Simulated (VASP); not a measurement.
# La (Fd-3m) in VASP: a series of runs

The runs below take La through single point, with PBE.

Everything below comes from runs of VASP 6.6.1. Logs are shortened: lines on timing, memory, paths and dates and some standing lists are left out, and cuts for length are marked.

### Step 1. The cell of the first run

The structure is cubic, space group Fd-3m (No. 227). Conventional cell: a = 5.872 Å, b = 5.872 Å, c = 5.872 Å, α = 90.00°, β = 90.00°, γ = 90.00°. La (site symmetry -43m) has 4 La at 2.54 Å within 3.4 Å.

This isn't the form of La at room conditions, which is double hcp.

### Step 2. Single point, PBE (25.30 Å³/atom)

Input file INCAR:

```
SYSTEM = La
PREC     = Accurate       ! precision mode
ENCUT    = 520            ! plane-wave cutoff, eV
EDIFF    = 1E-7           ! SCF threshold, eV
ISMEAR   = -1             ! smearing method
SIGMA    = 0.05           ! smearing width, eV
LREAL    = .False.        ! projectors in reciprocal space
LASPH    = .True.         ! aspherical terms in the spheres
NELM     = 60             ! most SCF steps
ALGO     = Normal         ! electronic algorithm
ISIF     = 2              ! what is computed and relaxed
LWAVE    = .False.        ! write WAVECAR
LCHARG   = .True.         ! write CHGCAR
GGA      = PE             ! functional
LELF     = .True.         ! ELF
LVHAR    = .True.       
NBANDS   = 18             ! bands
```

Input file KPOINTS:

```
Automatic mesh
0
Gamma
  9 9 9
  0 0 0
```

Input file POSCAR:

```
La
1.0
    0.0000000000      2.9357887266      2.9357887266
    2.9357887266      0.0000000000      2.9357887266
    2.9357887266      2.9357887266      0.0000000000
La
2
Direct
   -0.1250000000     -0.1250000000     -0.1250000000
    0.1250000000      0.1250000000      0.1250000000
```

Potentials or basis: VASP PAW PBE potentials, release 64 (La).

The run is started by

```console
> cat potpaw_PBE.64/La/POTCAR > POTCAR
> mpirun -np 1 vasp_std > vasp.out
```

OUTCAR:

```text
SYSTEM = La
   PREC = Accurate
   ENCUT = 520
   EDIFF = 1E-7
   ISMEAR = -1
   LREAL = .False.
   LASPH = .True.
   NELM = 60
   ISIF = 2
   GGA = PE

 ion  position               nearest neighbor table
   1  0.875  0.875  0.875-   2 2.54   2 2.54   2 2.54   2 2.54
   2  0.125  0.125  0.125-   1 2.54   1 2.54   1 2.54   1 2.54

  LATTYP: Found a face centered cubic cell.
 ALAT       =     5.8715774532

  Lattice vectors:

 A1 = (   0.0000000000,   2.9357887266,   2.9357887266)
 A2 = (   2.9357887266,   0.0000000000,   2.9357887266)
 A3 = (   2.9357887266,   2.9357887266,   0.0000000000)

Analysis of symmetry for initial positions (statically):
=====================================================================
 Subroutine PRICEL returns:
 Original cell was already a primitive cell.

 Routine SETGRP: Setting up the symmetry group for a
 face centered cubic supercell.

 Subroutine GETGRP returns: Found 48 space group operations
 (whereof 12 operations were pure point group operations)
 out of a pool of 48 trial point group operations.

The static configuration has the point symmetry D_3d.
 The point group associated with its full space group is O_h .

Analysis of symmetry for dynamics (positions and initial velocities):
=====================================================================
 Subroutine PRICEL returns:
 Original cell was already a primitive cell.

 Routine SETGRP: Setting up the symmetry group for a
 face centered cubic supercell.

 Subroutine GETGRP returns: Found 48 space group operations
 (whereof 12 operations were pure point group operations)
 out of a pool of 48 trial point group operations.

The dynamic configuration has the point symmetry D_3d.
 The point group associated with its full space group is O_h .

 Subroutine INISYM returns: Found 48 space group operations
 (whereof 12 operations are pure point group operations),
 and found     1 'primitive' translations

----------------------------------------------------------------------------------------

                                     Primitive cell

  volume of cell :      50.6063

  direct lattice vectors                    reciprocal lattice vectors
     0.000000000  2.935788727  2.935788727    -0.170311983  0.170311983  0.170311983
     2.935788727  0.000000000  2.935788727     0.170311983 -0.170311983  0.170311983
     2.935788727  2.935788727  0.000000000     0.170311983  0.170311983 -0.170311983

  length of vectors
     4.151832233  4.151832233  4.151832233     0.294989008  0.294989008  0.294989008

  position of ions in fractional coordinates (direct lattice)
     0.875000000  0.875000000  0.875000000
     0.125000000  0.125000000  0.125000000

  ion indices of the primitive-cell ions
   primitive index   ion index
                 1           1
                 2           2

----------------------------------------------------------------------------------------

 KPOINTS: Automatic mesh

Automatic generation of k-mesh.
 Grid dimensions read from file:
 generate k-points for:    9    9    9

 Generating k-lattice:

  Cartesian coordinates                     Fractional coordinates (reciprocal lattice)
    -0.018923554  0.018923554  0.018923554     0.111111111  0.000000000  0.000000000
     0.018923554 -0.018923554  0.018923554     0.000000000  0.111111111  0.000000000
     0.018923554  0.018923554 -0.018923554     0.000000000  0.000000000  0.111111111

  Length of vectors
     0.032776556  0.032776556  0.032776556

  Shift w.r.t. Gamma in fractional coordinates (k-lattice)
     0.000000000  0.000000000  0.000000000

 Subroutine IBZKPT returns following result:
 ===========================================

 Found     35 irreducible k-points:

 Following reciprocal coordinates:
            Coordinates               Weight
  0.000000  0.000000  0.000000      1.000000
  0.111111  0.000000  0.000000      8.000000
  0.222222  0.000000  0.000000      8.000000
  0.333333  0.000000  0.000000      8.000000
  0.444444  0.000000  0.000000      8.000000
  0.111111  0.111111  0.000000      6.000000
[... 16 lines left out ...]
 -0.333333  0.333333  0.000000     12.000000
  0.444444  0.444444  0.000000      6.000000
 [... further k-points ...]
   k-points           NKPTS =     35   k-points in BZ     NKDIM =     35   number of bands    NBANDS=     18
   number of dos      NEDOS =    301   number of ions     NIONS =      2
   total plane-waves  NPLWV =  32768
   dimension x,y,z NGX =    32 NGY =   32 NGZ =   32
   dimension x,y,z NGXF=    64 NGYF=   64 NGZF=   64
   ions per type =               2
   NGX,Y,Z   is equivalent  to a cutoff of  12.81, 12.81, 12.81 a.u.
   NGXF,Y,Z  is equivalent  to a cutoff of  25.63, 25.63, 25.63 a.u.
 SYSTEM =  La
   PREC   = accura    normal or accurate (medium, high low for compatibility)
   ISTART =      0    job   : 0-new  1-cont  2-samecut
   ICHARG =      2    charge: 1-file 2-atom 10-const
   ISPIN  =      1    spin polarized calculation?
   LNONCOLLINEAR =      F non collinear calculations
   LSORBIT =      F    spin-orbit coupling
   LASPH  =      T    aspherical Exc in radial PAW
   ENCUT  =  520.0 eV  38.22 Ry    6.18 a.u.   7.72  7.72  7.72*2*pi/ulx,y,z
   NELM   =     60;   NELMIN=  2; NELMDL= -5     # of ELM steps
   EDIFF  = 0.1E-06   stopping-criterion for ELM
   LREAL  =      F    real-space projection
   EDIFFG = 0.1E-05   stopping-criterion for IOM
   NSW    =      0    number of steps for IOM
   IBRION =     -1    ionic relax: 0-MD 1-quasi-New 2-CG
   NFREE  =      0    steps in history (QN), initial steepest desc. (CG)
   ISIF   =      2    stress and relaxation
   ISYM   =      2    0-nonsym 1-usesym 2-fastsym
   POTIM  = 0.5000    time-step for ionic-motion
   TEBEG  =    0.0;   TEEND  =   0.0 temperature during run
   PSTRESS=    0.0 pullay stress
   NELECT =      22.0000    total number of electrons
   NUPDOWN=      -1.0000    fix difference up-down
   EMIN   =  10.00;   EMAX   =-10.00  energy-range for DOS
   EFERMI =   0.00;   METHOD = LEGACY
   ISMEAR =    -1;   SIGMA  =   0.05  broadening in eV -4-tet -1-fermi 0-gaus
   EFERMI_NEDOS =   21; number of points for ismear=-14 and -15
   IALGO  =     38    algorithm
   IMIX   =      4    mixing-type and parameters
     AMIX     =   0.40;   BMIX     =  1.00
     AMIX_MAG =   1.60;   BMIX_MAG =  1.00
  volume/ion in A,a.u.               =      25.30       170.75
  Fermi-wavevector in a.u.,A,eV,Ry     =   1.240169  2.343580 20.926026  1.538020
  Thomas-Fermi vector in A             =   2.374621
   LORBIT       =      0    0 simple, 1 ext, 2 COOP (PROOUT), +10 PAW based schemes
   GGA     = PE    functional components
   LHFCALC =     F    Hartree Fock is set to
   AEXX    =    0.0000 exact exchange contribution
   IVDW    =     0    specifies the selected vdW correction
   LEPSILON=     F    determine dielectric tensor
   LRPA    =     F    only Hartree local field effects (RPA)
 non-spin polarized calculation
  energy-cutoff  :      520.00
  volume of cell :       50.61
 maximum number of plane-waves:      1384
   NGX = 15   NGY = 15   NGZ = 15

 number of electron      22.0000001 magnetization

 Free energy of the ion-electron system (eV)
  ---------------------------------------------------
  ext. energy  EPLUGINS =         0.00000000
  ---------------------------------------------------
  free energy    TOTEN  =        -5.33856581 eV

  energy without entropy =       -5.33255016  energy(sigma->0) =       -5.33555799

 E-fermi :  11.3673     XC(G=0): -10.9317

 val. band max:       11.2889322063   @ k =   0.4444   0.4444   0.0000
 cond. band min:      11.3750921246   @ k =   0.4444   0.0000   0.0000
 fundamental gap:      0.0861599183
 Fermi energy:        11.3673010673

 k-point     1 :       0.0000    0.0000    0.0000
  band No.  band energies     occupation
      1     -22.8872      2.00000
      2     -18.2464      2.00000
      3      -6.9005      2.00000
      4      -6.9005      2.00000
      5      -6.9005      2.00000
      6      -3.0991      2.00000
[... 10 lines left out ...]
     17      13.6819      0.00000
     18      14.3217      0.00000

 k-point     2 :       0.1111    0.0000    0.0000
  band No.  band energies     occupation
      1     -22.8100      2.00000
      2     -18.4024      2.00000
      3      -6.9797      2.00000
      4      -6.9797      2.00000
      5      -6.8696      2.00000
      6      -2.9751      2.00000
[... 10 lines left out ...]
     17      13.6918      0.00000
     18      14.2821      0.00000

 k-point     3 :       0.2222    0.0000    0.0000
  band No.  band energies     occupation
      1     -22.5916      2.00000
      2     -18.8123      2.00000
      3      -7.1612      2.00000
      4      -7.1612      2.00000
      5      -6.8264      2.00000
      6      -2.6606      2.00000
[... 10 lines left out ...]
     17      13.7101      0.00000
     18      13.7173      0.00000

 k-point     4 :       0.3333    0.0000    0.0000
  band No.  band energies     occupation
      1     -22.2831      2.00000
      2     -19.3263      2.00000
      3      -7.3427      2.00000
      4      -7.3427      2.00000
      5      -6.8258      2.00000
      6      -2.3338      2.00000
[... 375 lines left out ...]
      4      -7.8888      2.00000
      5      -4.9931      2.00000
      6      -3.7097      2.00000
[... 10 lines left out ...]
     17      14.0551      0.00000
     18      14.2690      0.00000

 k-point    23 :      -0.3333    0.3333    0.0000
  band No.  band energies     occupation
      1     -21.4866      2.00000
      2     -20.3950      2.00000
      3      -8.2582      2.00000
      4      -7.7577      2.00000
      5      -5.2567      2.00000
      6      -3.2749      2.00000
[... 10 lines left out ...]
     17      14.0356      0.00000
     18      14.2495      0.00000

 k-point    24 :       0.4444    0.4444    0.0000
  band No.  band energies     occupation
      1     -21.3338      2.00000
      2     -20.5702      2.00000
      3      -8.0179      2.00000
      4      -8.0179      2.00000
      5      -4.7732      2.00000
      6      -4.2532      2.00000
[... 10 lines left out ...]
     17      14.0853      0.00000
     18      14.3330      0.00000

 [... further k-points ...]

------------------------ aborting loop because EDIFF is reached ----------------------------------------

  FORCE on cell =-STRESS in cart. coord.  units (eV):
  Direction    XX          YY          ZZ          XY          YZ          ZX
  --------------------------------------------------------------------------------------
  -------------------------------------------------------------------------------------
  Total       15.0471531     15.0471531     15.0471531      0.0000000     -0.0000000     -0.0000000
  in kB      476.3876911    476.3876911    476.3876911      0.0000000     -0.0000000     -0.0000000
  external PRESSURE =     476.3876911 kB  Pullay stress =       0.0000000 kB

 VOLUME and BASIS-vectors are now :
 -----------------------------------------------------------------------------
  energy-cutoff  :      520.00
  volume of cell :       50.61
      direct lattice vectors                 reciprocal lattice vectors
     0.000000000  2.935788727  2.935788727    -0.170311983  0.170311983  0.170311983
     2.935788727  0.000000000  2.935788727     0.170311983 -0.170311983  0.170311983
     2.935788727  2.935788727  0.000000000     0.170311983  0.170311983 -0.170311983

 POSITION                                       TOTAL-FORCE (eV/Angst)
 -----------------------------------------------------------------------------------
      5.13763      5.13763      5.13763        -0.000000     -0.000000     -0.000000
      0.73395      0.73395      0.73395         0.000000      0.000000      0.000000
 -----------------------------------------------------------------------------------
    total drift:                                0.000000      0.000000     -0.000000

  FREE ENERGIE OF THE ION-ELECTRON SYSTEM (eV)
  ---------------------------------------------------
  free  energy   TOTEN  =        -5.3385658147 eV

  energy  without entropy=       -5.3325501633  energy(sigma->0) =       -5.33555799
```

Run time: 60 s. Hardware: 1 thread of Intel Xeon 8259CL, shared host; peak memory 0.19 GiB.

Results:

```
Free energy            : -5.3386 eV
Pressure               : 47.6 GPa
Band gap on the k mesh : zero (filled and empty bands touch)
```

Caveat: the cell stands under pressure; spin-orbit coupling is left out, which moves the levels of the heavy elements.

(Continued in part 2 of 2.)
